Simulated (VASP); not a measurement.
# Cu (Fd-3m) in VASP: notebook

Cu is run at these levels: PBE; tasks: single point.

Everything below comes from runs of VASP 6.6.1. Logs are shortened: lines on timing, memory, paths and dates and some standing lists are left out, and cuts for length are marked.

## Step 1: The cell of the first run

It takes space group Fd-3m (No. 227, cubic). The conventional cell has a = 5.204 Å, b = 5.204 Å, c = 5.204 Å, α = 90.00°, β = 90.00°, γ = 90.00°. Cu (site symmetry -43m) has 4 Cu at 2.25 Å within 3.0 Å.

## Step 2: Single point, PBE (volume scaled by 0.92)

INCAR reads:

```
PREC = Accurate
ENCUT = 520
EDIFF = 1E-7
ISMEAR = -1
SIGMA = 0.1
LREAL = F
LASPH = T
NELM = 80
ALGO = Normal
ISIF = 2
LWAVE = F
LCHARG = F
GGA = PE
NBANDS = 18
```

KPOINTS reads:

```
regular mesh
0
Gamma
  12 12 12
```

POSCAR reads:

```
Cu
1.0
    0.0000000000      2.6018828663      2.6018828663
    2.6018828663      0.0000000000      2.6018828663
    2.6018828663      2.6018828663      0.0000000000
Cu
2
Direct
    0.1250000000      0.1250000000      0.1250000000
    0.8750000000      0.8750000000      0.8750000000
```

Potentials or basis: VASP PAW PBE potentials, release 64 (Cu).

Launch:

```
$ cat potpaw_PBE.64/Cu/POTCAR > POTCAR
$ mpirun -np 1 vasp_std > vasp.out
```

OUTCAR:

```text
PREC = Accurate
   ENCUT = 520
   EDIFF = 1E-7
   ISMEAR = -1
   LREAL = F
   LASPH = T
   NELM = 80
   ISIF = 2
   GGA = PE

 ion  position               nearest neighbor table
   1  0.125  0.125  0.125-   2 2.25   2 2.25   2 2.25   2 2.25
   2  0.875  0.875  0.875-   1 2.25   1 2.25   1 2.25   1 2.25

  LATTYP: Found a face centered cubic cell.
 ALAT       =     5.2037657326

  Lattice vectors:

 A1 = (   0.0000000000,   2.6018828663,   2.6018828663)
 A2 = (   2.6018828663,   0.0000000000,   2.6018828663)
 A3 = (   2.6018828663,   2.6018828663,   0.0000000000)

Analysis of symmetry for initial positions (statically):
=====================================================================
 Subroutine PRICEL returns:
 Original cell was already a primitive cell.

 Routine SETGRP: Setting up the symmetry group for a
 face centered cubic supercell.

 Subroutine GETGRP returns: Found 48 space group operations
 (whereof 12 operations were pure point group operations)
 out of a pool of 48 trial point group operations.

The static configuration has the point symmetry D_3d.
 The point group associated with its full space group is O_h .

Analysis of symmetry for dynamics (positions and initial velocities):
=====================================================================
 Subroutine PRICEL returns:
 Original cell was already a primitive cell.

 Routine SETGRP: Setting up the symmetry group for a
 face centered cubic supercell.

 Subroutine GETGRP returns: Found 48 space group operations
 (whereof 12 operations were pure point group operations)
 out of a pool of 48 trial point group operations.

The dynamic configuration has the point symmetry D_3d.
 The point group associated with its full space group is O_h .

 Subroutine INISYM returns: Found 48 space group operations
 (whereof 12 operations are pure point group operations),
 and found     1 'primitive' translations

----------------------------------------------------------------------------------------

                                     Primitive cell

  volume of cell :      35.2284

  direct lattice vectors                    reciprocal lattice vectors
     0.000000000  2.601882866  2.601882866    -0.192168528  0.192168528  0.192168528
     2.601882866  0.000000000  2.601882866     0.192168528 -0.192168528  0.192168528
     2.601882866  2.601882866  0.000000000     0.192168528  0.192168528 -0.192168528

  length of vectors
     3.679618037  3.679618037  3.679618037     0.332845654  0.332845654  0.332845654

  position of ions in fractional coordinates (direct lattice)
     0.125000000  0.125000000  0.125000000
     0.875000000  0.875000000  0.875000000

  ion indices of the primitive-cell ions
   primitive index   ion index
                 1           1
                 2           2

----------------------------------------------------------------------------------------

 KPOINTS: regular mesh

Automatic generation of k-mesh.
 Grid dimensions read from file:
 generate k-points for:   12   12   12

 Generating k-lattice:

  Cartesian coordinates                     Fractional coordinates (reciprocal lattice)
    -0.016014044  0.016014044  0.016014044     0.083333333  0.000000000  0.000000000
     0.016014044 -0.016014044  0.016014044     0.000000000  0.083333333  0.000000000
     0.016014044  0.016014044 -0.016014044     0.000000000  0.000000000  0.083333333

  Length of vectors
     0.027737138  0.027737138  0.027737138

  Shift w.r.t. Gamma in fractional coordinates (k-lattice)
     0.000000000  0.000000000  0.000000000

 Subroutine IBZKPT returns following result:
 ===========================================

 Found     72 irreducible k-points:

 Following reciprocal coordinates:
            Coordinates               Weight
  0.000000  0.000000  0.000000      1.000000
  0.083333  0.000000  0.000000      8.000000
  0.166667  0.000000  0.000000      8.000000
  0.250000  0.000000  0.000000      8.000000
  0.333333  0.000000  0.000000      8.000000
  0.416667  0.000000  0.000000      8.000000
[... 16 lines left out ...]
  0.500000  0.166667  0.000000     24.000000
 -0.416667  0.166667  0.000000     24.000000
 [... further k-points ...]
   k-points           NKPTS =     72   k-points in BZ     NKDIM =     72   number of bands    NBANDS=     18
   number of dos      NEDOS =    301   number of ions     NIONS =      2
   total plane-waves  NPLWV =  21952
   dimension x,y,z NGX =    28 NGY =   28 NGZ =   28
   dimension x,y,z NGXF=    56 NGYF=   56 NGZF=   56
   ions per type =               2
   NGX,Y,Z   is equivalent  to a cutoff of  12.65, 12.65, 12.65 a.u.
   NGXF,Y,Z  is equivalent  to a cutoff of  25.30, 25.30, 25.30 a.u.
 SYSTEM =  unknown system
   PREC   = accura    normal or accurate (medium, high low for compatibility)
   ISTART =      0    job   : 0-new  1-cont  2-samecut
   ICHARG =      2    charge: 1-file 2-atom 10-const
   ISPIN  =      1    spin polarized calculation?
   LNONCOLLINEAR =      F non collinear calculations
   LSORBIT =      F    spin-orbit coupling
   LASPH  =      T    aspherical Exc in radial PAW
   ENCUT  =  520.0 eV  38.22 Ry    6.18 a.u.   6.84  6.84  6.84*2*pi/ulx,y,z
   NELM   =     80;   NELMIN=  2; NELMDL= -5     # of ELM steps
   EDIFF  = 0.1E-06   stopping-criterion for ELM
   LREAL  =      F    real-space projection
   EDIFFG = 0.1E-05   stopping-criterion for IOM
   NSW    =      0    number of steps for IOM
   IBRION =     -1    ionic relax: 0-MD 1-quasi-New 2-CG
   NFREE  =      0    steps in history (QN), initial steepest desc. (CG)
   ISIF   =      2    stress and relaxation
   ISYM   =      2    0-nonsym 1-usesym 2-fastsym
   POTIM  = 0.5000    time-step for ionic-motion
   TEBEG  =    0.0;   TEEND  =   0.0 temperature during run
   PSTRESS=    0.0 pullay stress
   NELECT =      22.0000    total number of electrons
   NUPDOWN=      -1.0000    fix difference up-down
   EMIN   =  10.00;   EMAX   =-10.00  energy-range for DOS
   EFERMI =   0.00;   METHOD = LEGACY
   ISMEAR =    -1;   SIGMA  =   0.10  broadening in eV -4-tet -1-fermi 0-gaus
   EFERMI_NEDOS =   21; number of points for ismear=-14 and -15
   IALGO  =     38    algorithm
   IMIX   =      4    mixing-type and parameters
     AMIX     =   0.40;   BMIX     =  1.00
     AMIX_MAG =   1.60;   BMIX_MAG =  1.00
  volume/ion in A,a.u.               =      17.61       118.87
  Fermi-wavevector in a.u.,A,eV,Ry     =   1.399323  2.644337 26.641635  1.958105
  Thomas-Fermi vector in A             =   2.522394
   LORBIT       =      0    0 simple, 1 ext, 2 COOP (PROOUT), +10 PAW based schemes
   GGA     = PE    functional components
   LHFCALC =     F    Hartree Fock is set to
   AEXX    =    0.0000 exact exchange contribution
   IVDW    =     0    specifies the selected vdW correction
   LEPSILON=     F    determine dielectric tensor
   LRPA    =     F    only Hartree local field effects (RPA)
 non-spin polarized calculation
  energy-cutoff  :      520.00
  volume of cell :       35.23
 maximum number of plane-waves:       960
   NGX = 13   NGY = 13   NGZ = 13

 number of electron      21.9999993 magnetization

 Free energy of the ion-electron system (eV)
  ---------------------------------------------------
  ext. energy  EPLUGINS =         0.00000000
  ---------------------------------------------------
  free energy    TOTEN  =        -5.35691398 eV

  energy without entropy =       -5.33118207  energy(sigma->0) =       -5.34404803

 E-fermi :   3.4591     XC(G=0): -10.2821

 val. band max:        3.4409203102   @ k =  -0.4167   0.2500   0.0833
 cond. band min:       3.5519816387   @ k =  -0.3333   0.4167   0.1667
 fundamental gap:      0.1110613285
 Fermi energy:         3.4590641587

 k-point     1 :       0.0000    0.0000    0.0000
  band No.  band energies     occupation
      1      -3.2460      2.00000
      2       0.2333      2.00000
      3       0.2333      2.00000
      4       0.2333      2.00000
      5       0.2406      2.00000
      6       0.2406      2.00000
[... 10 lines left out ...]
     17      14.6269      0.00000
     18      16.9768      0.00000

 k-point     2 :       0.0833    0.0000    0.0000
  band No.  band energies     occupation
      1      -3.1298      2.00000
      2       0.1526      2.00000
      3       0.1526      2.00000
      4       0.2365      2.00000
      5       0.3412      2.00000
      6       0.3412      2.00000
[... 10 lines left out ...]
     17      15.3011      0.00000
     18      17.2575      0.00000

 k-point     3 :       0.1667    0.0000    0.0000
  band No.  band energies     occupation
      1      -2.7875      2.00000
      2       0.1033      2.00000
      3       0.1033      2.00000
      4       0.2490      2.00000
      5       0.4376      2.00000
      6       0.4376      2.00000
[... 10 lines left out ...]
     17      16.0592      0.00000
     18      17.3183      0.00000

 k-point     4 :       0.2500    0.0000    0.0000
  band No.  band energies     occupation
      1      -2.2431      2.00000
      2       0.0949      2.00000
      3       0.0949      2.00000
      4       0.2760      2.00000
      5       0.4889      2.00000
      6       0.4889      2.00000
[... 375 lines left out ...]
      4       0.2621      2.00000
      5       0.5182      2.00000
      6       0.6278      2.00000
[... 10 lines left out ...]
     17      17.6670      0.00000
     18      18.3004      0.00000

 k-point    23 :       0.5000    0.1667    0.0000
  band No.  band energies     occupation
      1      -0.4674      2.00000
      2      -0.0447      2.00000
      3       0.2171      2.00000
      4       0.2517      2.00000
      5       0.5544      2.00000
      6       0.5562      2.00000
[... 10 lines left out ...]
     17      17.3524      0.00000
     18      18.8736      0.00000

 k-point    24 :      -0.4167    0.1667    0.0000
  band No.  band energies     occupation
      1      -0.4051      2.00000
      2       0.0231      2.00000
      3       0.1423      2.00000
      4       0.2809      2.00000
      5       0.4615      2.00000
      6       0.6215      2.00000
[... 10 lines left out ...]
     17      17.1788      0.00000
     18      19.4322      0.00000

 [... further k-points ...]
[... 5 lines left out ...]
  --------------------------------------------------------------------------------------
  -------------------------------------------------------------------------------------
  Total        1.3161453      1.3161453      1.3161453      0.0000000      0.0000000     -0.0000000
  in kB       59.8578633     59.8578633     59.8578633      0.0000000      0.0000000     -0.0000000
  external PRESSURE =      59.8578633 kB  Pullay stress =       0.0000000 kB

 VOLUME and BASIS-vectors are now :
 -----------------------------------------------------------------------------
  energy-cutoff  :      520.00
  volume of cell :       35.23
      direct lattice vectors                 reciprocal lattice vectors
     0.000000000  2.601882866  2.601882866    -0.192168528  0.192168528  0.192168528
     2.601882866  0.000000000  2.601882866     0.192168528 -0.192168528  0.192168528
     2.601882866  2.601882866  0.000000000     0.192168528  0.192168528 -0.192168528

 POSITION                                       TOTAL-FORCE (eV/Angst)
 -----------------------------------------------------------------------------------
      0.65047      0.65047      0.65047         0.000000      0.000000      0.000000
      4.55330      4.55330      4.55330        -0.000000     -0.000000     -0.000000
 -----------------------------------------------------------------------------------
    total drift:                                0.000000      0.000000     -0.000000

  FREE ENERGIE OF THE ION-ELECTRON SYSTEM (eV)
  ---------------------------------------------------
  free  energy   TOTEN  =        -5.3569139821 eV

  energy  without entropy=       -5.3311820749  energy(sigma->0) =       -5.34404803
```

Wall time 81 s (1 thread of Intel Xeon 8259CL, shared host); peak memory 0.17 GiB.

Results:

```
Free energy            : -5.3569 eV
Pressure               : 6.0 GPa
Band gap on the k mesh : zero (band 11 reaches 4.14 eV, above the bottom of band 12 at 3.11 eV)
```

Caveat: the cell differs from its parent crystal (volume scaled by 0.92).

## Step 3: Single point, PBE (volume scaled by 0.96)

INCAR reads:

```
ALGO = Normal ; EDIFF = 1E-7
ENCUT = 520 ; GGA = PE
ISIF = 2 ; ISMEAR = -1
LASPH = True ; LCHARG = True
LELF = True ; LREAL = False
LVHAR = True ; LWAVE = False
NBANDS = 18 ; NELM = 100
PREC = Accurate ; SIGMA = 0.1
```

KPOINTS reads:

```
k-points
0
Gamma
  12 12 12
```

POSCAR reads:

```
Cu
1.0
    0.0000000000      2.6390576440      2.6390576440
    2.6390576440      0.0000000000      2.6390576440
    2.6390576440      2.6390576440      0.0000000000
Cu
2
Direct
    0.1250000000      0.1250000000      0.1250000000
    0.8750000000      0.8750000000      0.8750000000
```

Potentials or basis: VASP PAW PBE potentials, release 64 (Cu).

Launch:

```
$ cat potpaw_PBE.64/Cu/POTCAR > POTCAR
$ mpirun -np 1 vasp_std > vasp.out
```

Wall time 92 s (1 thread of Intel Xeon 8259CL, shared host); peak memory 0.17 GiB.

It converged, with:

```
Free energy            : -5.3990 eV
Pressure               : 2.8 GPa
Band gap on the k mesh : zero (band 11 reaches 3.74 eV, above the bottom of band 12 at 2.73 eV)
```

Levels at points of the mesh, in eV from the Fermi level:
| k point | band 8 | band 9 | band 10 | band 11 | band 12 | band 13 | band 14 | band 15 |
| --- | --- | --- | --- | --- | --- | --- | --- | --- |
| (0.00, 0.00, 0.00) | -1.93 | -1.93 | -1.25 | -1.25 | 10.04 | 10.04 | 10.04 | 10.90 |
| (0.50, 0.00, 0.00) | -1.71 | -1.57 | -1.34 | -1.34 | -0.37 | 7.27 | 7.27 | 11.40 |
| (0.50, 0.50, 0.00) | -2.11 | -1.24 | -1.24 | 0.24 | 0.24 | 3.81 | 3.81 | 8.06 |

Caveat: the cell differs from its parent crystal (volume scaled by 0.96).

## Step 4: Single point, PBE

This run uses another cell than the first one, of 19.15 Å³/atom, 1.087 times its volume.

INCAR reads:

```
PREC = Accurate
ENCUT = 520
EDIFF = 1E-6
ISMEAR = -1
SIGMA = 0.1
LREAL = F
LASPH = T
NELM = 60
ALGO = Normal
ISIF = 2
LWAVE = F
LCHARG = F
GGA = PE
NBANDS = 18
```

KPOINTS reads:

```
regular mesh
0
Gamma
  12 12 12
```

POSCAR reads:

```
Cu
1.0
    0.0000000000      2.6752136115      2.6752136115
    2.6752136115      0.0000000000      2.6752136115
    2.6752136115      2.6752136115      0.0000000000
Cu
2
Direct
    0.1250000000      0.1250000000      0.1250000000
    0.8750000000      0.8750000000      0.8750000000
```

Launch:

```
$ cat potpaw_PBE.64/Cu/POTCAR > POTCAR
$ mpirun -np 1 vasp_std > vasp.out
```

It took 68 s on 1 thread of Intel Xeon 8259CL, shared host; peak memory 0.18 GiB.

It converged, with:

```yaml
Free_energy: -5.4141 eV
Pressure: 0.0 GPa
Band_gap_on_the_k_mesh: zero (band 11 reaches 3.38 eV, above the bottom of band 12 at 2.39 eV)
```

Levels at points of the mesh, in eV from the Fermi level:
```
           k point  band 9  band 10  band 11  band 12  band 13  band 14
(0.00, 0.00, 0.00)   -1.86    -1.22    -1.22     9.75     9.75     9.75
(0.50, 0.00, 0.00)   -1.44    -1.30    -1.30    -0.38     7.09     7.09
(0.50, 0.50, 0.00)   -1.21    -1.21     0.22     0.22     3.78     3.78
```

## Step 5: Summary

```tsv
cell	gap on the mesh (eV)	pressure (GPa)
a = 3.680 Å, angles 60.0°, 2 atoms	none	6.0
a = 3.732 Å, angles 60.0°, 2 atoms	none	2.8
a = 3.783 Å, angles 60.0°, 2 atoms	none	0.0
```

Alike in all rows: task single point; level PBE; potentials or basis VASP PAW PBE potentials, release 64 (Cu); no spin polarisation; k mesh 12 × 12 × 12; cutoff (eV) 520; smearing fermi-dirac 0.1 eV.

Total energies depend on the potentials used, so only differences within one code and one set of settings carry meaning.
